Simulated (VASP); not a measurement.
A run of VASP 6.6.1 is set up as follows.

Contents of INCAR:

```
SYSTEM = TiRu4
ALGO     = Fast           ! electronic algorithm
EDIFF    = 1E-6           ! SCF threshold, eV
ENCUT    = 520            ! plane-wave cutoff, eV
GGA      = PE             ! functional
ISIF     = 2              ! what is computed and relaxed
ISMEAR   = 0              ! smearing method
LASPH    = .TRUE.         ! aspherical terms in the spheres
LCHARG   = .FALSE.        ! write CHGCAR
LREAL    = .FALSE.        ! projectors in reciprocal space
LWAVE    = .FALSE.        ! write WAVECAR
NBANDS   = 79             ! bands
NELM     = 80             ! most SCF steps
PREC     = Accurate       ! precision mode
SIGMA    = 0.2            ! smearing width, eV
```

KPOINTS

```
k-points
0
G
  4 4 3
  0 0 0
```

POSCAR

```
TiRu4
1.0
    4.7534735094      0.0000000000     -0.0165351784
    0.0000000000      4.3502483796      0.0000000000
   -2.3995467272      0.0000000000      6.8744858405
Ti Ru
2 8
Direct
    0.2558006415      0.7500000000      0.1996361386
    0.7441993585      0.2500000000      0.8003638614
    0.5351241389      0.2500000000      0.3988076737
    0.4648758611      0.7500000000      0.6011923263
    0.3401057145      0.2500000000      0.0047284509
    0.0708556445      0.7500000000      0.7940860287
    0.1358311029      0.2500000000      0.5965280552
    0.9291443555      0.2500000000      0.2059139713
    0.8641688971      0.7500000000      0.4034719448
    0.6598942855      0.7500000000     -0.0047284509
```

Potentials or basis: VASP PAW PBE potentials, release 64 (Ti_sv, Ru_pv).

The run is started by

```bash
$ cat potpaw_PBE.64/Ti_sv/POTCAR potpaw_PBE.64/Ru_pv/POTCAR > POTCAR
$ mpirun -np 1 vasp_std > vasp.out
```

What does it give for the largest force?

0.049 eV/Å.

Predict the band gap on the k mesh.

zero (bands 68 and 69 overlap by 0.35 eV).

What does it give for the pressure?

-0.1 GPa.

Forces in eV/Å, atoms in the order of the input:
```
Ti  -0.049  0.000  0.002
Ti   0.049  0.000 -0.002
Ru  -0.005  0.000  0.006
Ru   0.005  0.000 -0.006
Ru   0.041  0.000  0.010
Ru  -0.007  0.000 -0.020
Ru  -0.008  0.000 -0.011
Ru   0.007  0.000  0.020
Ru   0.008  0.000  0.011
Ru  -0.041  0.000 -0.010
```

Caveat: the k points lie up to 0.36 Å⁻¹ apart.
